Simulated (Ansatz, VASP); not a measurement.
One calculation of H6Pb, two programs

INCAR

```
SYSTEM = H6Pb
  PREC = Accurate
  ENCUT = 600
  EDIFF = 1E-6
  ISMEAR = 0
  SIGMA = 0.1
  LREAL = .False.
  LASPH = .True.
  NELM = 60
  ALGO = Normal
  ISIF = 3
  LWAVE = .False.
  LCHARG = .False.
  GGA = PE
  IBRION = 2
  NSW = 90
  EDIFFG = -0.04
```

File KPOINTS:

```
regular mesh
0
Gamma
  6 6 6
  0 0 0
```

Contents of POSCAR:

```
H6Pb
1.0
   -2.5616449100      2.5616449100      2.5616449100
    2.5616449100     -2.5616449100      2.5616449100
    2.5616449100      2.5616449100     -2.5616449100
H Pb
6 1
Direct
    0.5000000000      0.7500000000      0.2500000000
    0.5000000000      0.2500000000      0.7500000000
    0.2500000000      0.5000000000      0.7500000000
    0.7500000000      0.5000000000      0.2500000000
    0.7500000000      0.2500000000      0.5000000000
    0.2500000000      0.7500000000      0.5000000000
    0.0000000000      0.0000000000      0.0000000000
```

Input for Ansatz:

```yaml
crystal:
  lattice:
    - [-2.56164491, 2.56164491, 2.56164491]
    - [2.56164491, -2.56164491, 2.56164491]
    - [2.56164491, 2.56164491, -2.56164491]
  atoms:
    - { symbol: H, position: [0.5, 0.75, 0.25] }
    - { symbol: H, position: [0.5, 0.25, 0.75] }
    - { symbol: H, position: [0.25, 0.5, 0.75] }
    - { symbol: H, position: [0.75, 0.5, 0.25] }
    - { symbol: H, position: [0.75, 0.25, 0.5] }
    - { symbol: H, position: [0.25, 0.75, 0.5] }
    - { symbol: Pb, position: [0.0, 0.0, 0.0] }
basis:
  ecutwfc: 420
kpoints:
  mp_grid: { grid: [6, 6, 6] }
hamiltonian:
  xc: pbe
scf:
  occupations: { method: gaussian, width: 0.1 }
  lower_state_search: "off"
output:
  forces: true
  stress: true
  eigenvalues: true
relax:
  adjacent_minimum: "off"
  f_tol: 0.04
  max_steps: 70
  cell: { stress_tol: 0.4 }
```

Alike in both runs: task relaxation of cell and atoms; functional PBE; k mesh 6 × 6 × 6; occupations gaussian, width 0.1 eV; no spin polarisation.

```csv
,VASP,Ansatz
version,VASP 6.6.1,Ansatz 0.2.0
potentials or method,"VASP PAW PBE potentials, release 64 (H, Pb_d), cutoff 600 eV","scalar-relativistic, plane waves, PAW"
valence electrons in the cell,20,20
```

|  | VASP | Ansatz | Ansatz less VASP |
| --- | --- | --- | --- |
| gap on the k mesh at the Fermi level, each at its own relaxed structure (eV) | none | none | - |
| relaxed volume (Å³/atom) | 7.02 | 7.02 | -0.005 |
| relaxed cell length with the largest relative difference (Å) | 3.997 | 3.996 | -0.0009 |

A gap of «none» marks a metal or a gap that the smearing closes.

Neither program's run includes spin-orbit coupling. Noted on VASP's run: the volume moved by over 15 % at a fixed basis, so the end points are rough.
